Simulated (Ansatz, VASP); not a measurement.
Two plane-wave programs on Te2Mo

INCAR

```
PREC     = Accurate       # precision mode
ENCUT    = 520            # plane-wave cutoff, eV
EDIFF    = 1E-6           # SCF threshold, eV
ISMEAR   = 0              # smearing method
SIGMA    = 0.05           # smearing width, eV
LREAL    = F              # projectors in reciprocal space
LASPH    = T              # aspherical terms in the spheres
NELM     = 100            # most SCF steps
ALGO     = Normal         # electronic algorithm
ISIF     = 2              # what is computed and relaxed
LWAVE    = F              # write WAVECAR
LCHARG   = F              # write CHGCAR
GGA      = PE             # functional
NBANDS   = 35             # bands
```

File KPOINTS:

```
regular mesh
0
Gamma
  9 9 1
```

Contents of POSCAR:

```
Te2Mo
1.0
    3.5549909197      0.0000000000      0.0000000000
   -1.7774954599      3.0787124467      0.0000000000
    0.0000000000      0.0000000000     35.0365360304
Te Mo
4 2
Direct
    0.3333333333      0.6666666667      0.4499597225
    0.3106328534      0.6666666667      0.9483984951
    0.3560338133      0.6666666667      0.0516015049
    0.3333333333      0.6666666667      0.5500402775
    0.0000000000      0.0000000000      0.0000000000
    0.0000000000      0.0000000000      0.5000000000
```

Input for Ansatz:

```yaml
crystal:
  lattice:
    - [3.5549909197, 0.0, 0.0]
    - [-1.7774954599, 3.0787124467, 0.0]
    - [0.0, 0.0, 35.0365360304]
  atoms:
    - { symbol: Te, position: [0.3333333333, 0.6666666667, 0.4499597225] }
    - { symbol: Te, position: [0.3106328534, 0.6666666667, 0.9483984951] }
    - { symbol: Te, position: [0.3560338133, 0.6666666667, 0.0516015049] }
    - { symbol: Te, position: [0.3333333333, 0.6666666667, 0.5500402775] }
    - { symbol: Mo, position: [0.0, 0.0, 0.0] }
    - { symbol: Mo, position: [0.0, 0.0, 0.5] }
basis:
  ecutwfc: 420
kpoints:
  mp_grid: { grid: [9, 9, 1] }
hamiltonian:
  xc: pbe
  pseudopotentials: { kind: paw, azcp: { folder: soft_1 } }
scf:
  occupations: { method: gaussian, width: 0.05 }
output:
  forces: true
  stress: true
  eigenvalues: true
```

Change from the starting cell: mode 7 frozen in at -0.081 Å and mode 12 at +0.055 Å (largest displacements).

Alike in both runs: task single point; functional PBE; k mesh 9 × 9 × 1; occupations gaussian, width 0.05 eV; no spin polarisation.

```csv
,VASP,Ansatz
version,VASP 6.6.1,Ansatz 0.2.0
potentials or method,"VASP PAW PBE potentials, release 64 (Te, Mo_sv), cutoff 520 eV","scalar-relativistic, plane waves, PAW"
valence electrons in the cell,52,92
```

|  | VASP | Ansatz | Ansatz less VASP |
| --- | --- | --- | --- |
| gap on the k mesh at the Fermi level (eV) | 0.89 | 0.90 | +0.005 |
| least direct gap on the mesh (eV) | 0.89 | 0.90 | +0.005 |
| rms of the force components (eV/Å) | 0.314 | 0.309 | -0.0051 |

Atom by atom the forces differ by 0.007 eV/Å (rms over components). The functional is the same, so the differences come from potentials, cutoffs and numerics. VASP's potentials hold 52 valence electrons a cell and Ansatz's 92, so a difference there can come from the potentials and not from the codes.

Spin-orbit coupling is off throughout.
